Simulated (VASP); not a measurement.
A run of VASP 6.6.1 is set up as follows.

Contents of INCAR:

```
SYSTEM = NaH
PREC = Accurate ; ENCUT = 520
EDIFF = 1E-7 ; ISMEAR = 0
SIGMA = 0.05 ; LREAL = .FALSE.
LASPH = .TRUE. ; NELM = 100
ALGO = Normal ; ISIF = 2
LWAVE = .FALSE. ; LCHARG = .FALSE.
GGA = PE ; NBANDS = 11
```

Contents of KPOINTS:

```
Automatic mesh
0
G
  10 10 10
  0 0 0
```

Contents of POSCAR:

```
NaH
1.0
    2.9551240000      0.0000000000      0.0000000000
    0.0000000000      2.9551240000      0.0000000000
    0.0000000000      0.0000000000      3.0290021000
Na H
1 1
Direct
    0.0000000000      0.0000000000      0.0000000000
    0.5000000000      0.5000000000      0.5000000000
```

Potentials or basis: VASP PAW PBE potentials, release 64 (Na_pv, H).

Run with:

```console
$ cat potpaw_PBE.64/Na_pv/POTCAR potpaw_PBE.64/H/POTCAR > POTCAR
$ mpirun -np 1 vasp_std > vasp.out
```

Task: What does it give for the band gap on the k mesh?

Result: 0.87 eV, indirect (least direct gap 4.31 eV).

Task: What does it give for the pressure?

Result: -0.4 GPa.

Stress tensor (GPa, compression positive):
```
 0.50  0.00  0.00
 0.00  0.50  0.00
 0.00  0.00 -2.20
```

Caveat: the cell differs from its parent crystal (strain +0.000 along x and y, +0.025 along z). A k mesh can miss the band edges.
